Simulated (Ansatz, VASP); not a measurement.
# Mg5Se in VASP and in Ansatz

```
Mg Se
1.0
     3.57581    0.00000    0.00000
    -1.78791    3.09674    0.00000
     0.00000    0.00000   13.24722
Mg Se
5 1
Cartesian
  1.7879 1.0322 11.5729
  0.0000 2.0645 1.6744
  0.0000 2.0645 9.0959
  0.0000 0.0000 6.6236
  1.7879 1.0322 4.1514
  0.0000 0.0000 0.0000
```

Alike in both runs: functional PBE; k mesh 12 × 12 × 4; occupations gaussian, width 0.1 eV; no spin polarisation.

Ansatz relaxed the structure, and its values are those at the end. VASP's run is a single point on that final structure, the one shown.

```csv
,VASP,Ansatz
version,VASP 6.6.1,Ansatz 0.2.0
potentials or method,"VASP PAW PBE potentials, release 64 (Mg, Se), cutoff 520 eV","scalar-relativistic, plane waves, PAW"
valence electrons in the cell,16,66
```

VASP gave:

- gap on the k mesh at the Fermi level (eV): none
- pressure (GPa): -0.1

Q: Estimate Ansatz's values.

A: gap on the k mesh at the Fermi level (eV): none; pressure (GPa): 0.0.

A gap of «none» marks a metal or a gap that the smearing closes. VASP's potentials hold 16 valence electrons a cell and Ansatz's 66, so a difference there can come from the potentials and not from the codes.
